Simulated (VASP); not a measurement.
SrO:

```
CELL_PARAMETERS angstrom
0.02803 2.60793 2.60793
2.60793 0.02803 2.60793
2.60793 2.60793 0.02803
ATOMIC_POSITIONS crystal
Sr 0.00000 0.00000 0.00000
O 0.50000 0.50000 0.50000
```

This cell differs from its parent crystal: strain along [111] +1.6%.

Base run:

```yaml
Program: VASP 6.6.1
Functional: r2SCAN
Potentials_or_basis: VASP PAW PBE potentials, release 64 (Sr_sv, O)
Cutoff: 520 eV
k_mesh: 8 × 8 × 8
Occupations: gaussian, width 0.01 eV
Spin: no spin polarisation
```

Its results: band gap on the k mesh 3.74 eV, indirect (least direct gap 3.84 eV); pressure -1.0 GPa.

Task: The run is repeated on the same cell with these changes: functional from r2SCAN to PBE; occupations from gaussian, width 0.01 eV to fermi-dirac, width 0.02 eV. What comes out?

Result: Band gap on the k mesh 3.26 eV, indirect (least direct gap 3.37 eV); pressure 0.9 GPa.

Caveats: the PAW data sets were made with another functional, which shifts forces and pressure a little (some runs).

A k mesh can miss the band edges.
